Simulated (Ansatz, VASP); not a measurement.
# Two plane-wave programs on Be

Contents of POSCAR:

```
Be
1.0
    2.2616611072      0.0000000000      0.0000000000
   -1.1308305536      1.9586559735      0.0000000000
    0.0000000000      0.0000000000      3.5691603058
Be
2
Direct
    0.3333333333      0.6666666667      0.2500000000
    0.6666666667      0.3333333333      0.7500000000
```

File INCAR.step1:

```
SYSTEM = Be
ALGO     = Normal         ! electronic algorithm
EDIFF    = 1E-4           ! SCF threshold, eV
ENCUT    = 600            ! plane-wave cutoff, eV
GGA      = PE             ! functional
ISMEAR   = -1             ! smearing method
LASPH    = .True.         ! aspherical terms in the spheres
LCHARG   = .False.        ! write CHGCAR
LREAL    = .False.        ! projectors in reciprocal space
LWAVE    = .True.         ! write WAVECAR
NELM     = 60             ! most SCF steps
PREC     = Accurate       ! precision mode
SIGMA    = 0.15           ! smearing width, eV
```

The input INCAR.step2:

```
SYSTEM = Be
ALGO     = Normal         ! electronic algorithm
EDIFF    = 1E-7           ! SCF threshold, eV
EDIFFG   = -0.001         ! ionic threshold
ENCUT    = 600            ! plane-wave cutoff, eV
IBRION   = 2              ! ionic algorithm
ISIF     = 3              ! what is computed and relaxed
ISMEAR   = -1             ! smearing method
ISTART   = 1            
LASPH    = .True.         ! aspherical terms in the spheres
LCHARG   = .False.        ! write CHGCAR
LMIXTAU  = .True.       
LREAL    = .False.        ! projectors in reciprocal space
LWAVE    = .False.        ! write WAVECAR
METAGGA  = R2SCAN         ! meta-GGA
NELM     = 60             ! most SCF steps
NSW      = 80             ! ionic steps
PREC     = Accurate       ! precision mode
SIGMA    = 0.15           ! smearing width, eV
```

File KPOINTS:

```
k-points
0
Gamma
  21 21 12
  0 0 0
```

Input for Ansatz:

```yaml
crystal:
  lattice:
    - [2.2616611072, 0.0, 0.0]
    - [-1.1308305536, 1.9586559736, 0.0]
    - [0.0, 0.0, 3.5691603057]
  atoms:
    - { symbol: Be, position: [0.3333333333, 0.6666666667, 0.25] }
    - { symbol: Be, position: [0.6666666667, 0.3333333333, 0.75] }
basis:
  ecutwfc: 500
kpoints:
  mp_grid: { grid: [21, 21, 12] }
hamiltonian:
  xc: r2scan
scf:
  occupations: { method: fermi_dirac, width: 0.15 }
output:
  forces: true
  stress: true
  eigenvalues: true
  write_density: true
  write_potential: true
  elf: true
  volumetric_format: npy
relax:
  adjacent_minimum: "off"
  f_tol: 0.001
  max_steps: 60
  cell: { stress_tol: 0.01 }
```

Alike in both runs: task relaxation of cell and atoms; functional r2SCAN; k mesh 21 × 21 × 12; occupations fermi-dirac, width 0.15 eV; no spin polarisation.

|  | VASP | Ansatz |
| --- | --- | --- |
| version | VASP 6.6.1 | Ansatz 0.2.0 |
| potentials or method | VASP PAW PBE potentials, release 64 (Be), cutoff 600 eV | scalar-relativistic, plane waves, PAW |
| valence electrons in the cell | 4 | 4 |

```tsv
	VASP	Ansatz	Ansatz less VASP
gap on the k mesh at the Fermi level, each at its own relaxed structure (eV)	none	none	-
relaxed volume (Å³/atom)	7.92	7.91	-0.013
relaxed cell length with the largest relative difference (Å)	3.570	3.567	-0.0025
```

VASP's potentials were made for PBE, not for r2SCAN. A gap of «none» marks a metal or a gap that the smearing closes.
